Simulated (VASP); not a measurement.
Crystal: LaH3.

```xyz
4
Lattice="0.0000 2.7865 2.7865 2.7865 0.0000 2.7865 2.7865 2.7865 0.0000" Properties=species:S:1:pos:R:3 pbc="T T T"
La    0.0000    0.0000    0.0000
H     2.7865    2.7865    2.7865
H     4.1797    4.1797    4.1797
H     1.3932    1.3932    1.3932
```

- Program: VASP 6.6.1
- Task: relaxation of cell and atoms
- Functional: LDA
- Potentials or basis: VASP PAW LDA potentials, release 64 (La, H)
- Cutoff: 600 eV
- k mesh: 12 × 12 × 12
- Occupations: fermi-dirac, width 0.05 eV
- Spin: no spin polarisation

At the start: pressure -4.7 GPa; volume 10.82 Å³/atom.

Where does the relaxation end?

Over 19 steps the energy falls by 9.5 meV/atom and the volume is 10.20 Å³/atom (-5.7 %); space group Fm-3m (No. 225, to 0.1 Å) before and after.

The path:
```tsv
step	energy change (eV)	largest force (eV/Å)	pressure (GPa)	volume (Å³)
1	0.0000	0.0000	-4.73	43.27
2	-0.0363	0.0000	-1.08	41.30
3	-0.0379	0.0000	0.05	40.79
4	-0.0379	0.0000	-0.04	40.84
5	-0.0379	0.0000	-0.07	40.84
6	-0.0379	0.0000	-0.06	40.84
7	-0.0379	0.0000	-0.06	40.84
8	-0.0379	0.0000	-0.06	40.84
9	-0.0379	0.0000	-0.06	40.84
10	-0.0379	0.0000	-0.06	40.84
11	-0.0379	0.0000	-0.06	40.84
12	-0.0379	0.0000	-0.06	40.84
13	-0.0379	0.0000	-0.06	40.84
14	-0.0379	0.0000	-0.06	40.84
15	-0.0379	0.0000	-0.06	40.84
16	-0.0379	0.0000	-0.06	40.83
17	-0.0379	0.0000	-0.06	40.83
18	-0.0379	0.0000	-0.06	40.83
19	-0.0379	0.0000	-0.02	40.82
```

Final structure:
```
La H
1.0
     0.00000    2.73283    2.73283
     2.73283    0.00000    2.73283
     2.73283    2.73283    0.00000
La H
1 3
Direct
  0.00000 0.00000 0.00000
  0.50000 0.50000 0.50000
  0.75000 0.75000 0.75000
  0.25000 0.25000 0.25000
```
